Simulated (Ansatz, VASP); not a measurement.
## Sn4As in VASP and in Ansatz

The input INCAR:

```
PREC = Accurate
ENCUT = 600
EDIFF = 1E-6
ISMEAR = 0
SIGMA = 0.1
LREAL = F
LASPH = T
NELM = 100
ALGO = Fast
ISIF = 3
LWAVE = F
LCHARG = F
GGA = PE
IBRION = 2
NSW = 100
EDIFFG = -0.01
```

KPOINTS

```
Automatic mesh
0
Gamma
  8 8 8
```

POSCAR

```
Sn4As
1.0
    5.3634650900      0.0000000000      0.0000000000
    0.0000000000      5.3634650900      0.0000000000
    0.0000000000      0.0000000000      5.3634650900
Sn As
4 1
Direct
    0.5000000000      0.0000000000      0.0000000000
    0.0000000000      0.5000000000      0.0000000000
    0.0000000000      0.0000000000      0.5000000000
    0.5000000000      0.5000000000      0.5000000000
    0.0000000000      0.0000000000      0.0000000000
```

Input for Ansatz:

```yaml
crystal:
  lattice:
    - [5.36346509, 0.0, 0.0]
    - [0.0, 5.36346509, 0.0]
    - [0.0, 0.0, 5.36346509]
  atoms:
    - { symbol: Sn, position: [0.5, 0.0, 0.0] }
    - { symbol: Sn, position: [0.0, 0.5, 0.0] }
    - { symbol: Sn, position: [0.0, 0.0, 0.5] }
    - { symbol: Sn, position: [0.5, 0.5, 0.5] }
    - { symbol: As, position: [0.0, 0.0, 0.0] }
basis:
  ecutwfc: 420
kpoints:
  mp_grid: { grid: [8, 8, 8] }
hamiltonian:
  xc: pbe
scf:
  occupations: { method: gaussian, width: 0.1 }
output:
  forces: true
  stress: true
  eigenvalues: true
  write_density: true
  write_potential: true
  elf: true
  volumetric_format: npy
relax:
  adjacent_minimum: "off"
  f_tol: 0.01
  max_steps: 80
  cell: { stress_tol: 0.05 }
```

Alike in both runs: task relaxation of cell and atoms; functional PBE; k mesh 8 × 8 × 8; occupations gaussian, width 0.1 eV; no spin polarisation.

|  | VASP | Ansatz |
| --- | --- | --- |
| version | VASP 6.6.1 | Ansatz 0.2.0 |
| potentials or method | VASP PAW PBE potentials, release 64 (Sn_d, As), cutoff 600 eV | scalar-relativistic, plane waves, PAW |
| valence electrons in the cell | 61 | 71 |

```tsv
	VASP	Ansatz	Ansatz less VASP
gap on the k mesh at the Fermi level, each at its own relaxed structure (eV)	none	none	-
relaxed volume (Å³/atom)	32.23	32.20	-0.025
relaxed length of the cell vector where the two differ most in proportion (Å)	5.442	5.440	-0.0014
```

A gap of «none» marks a metal or a gap that the smearing closes. VASP's potentials hold 61 valence electrons a cell and Ansatz's 71, so a difference there can come from the potentials and not from the codes.
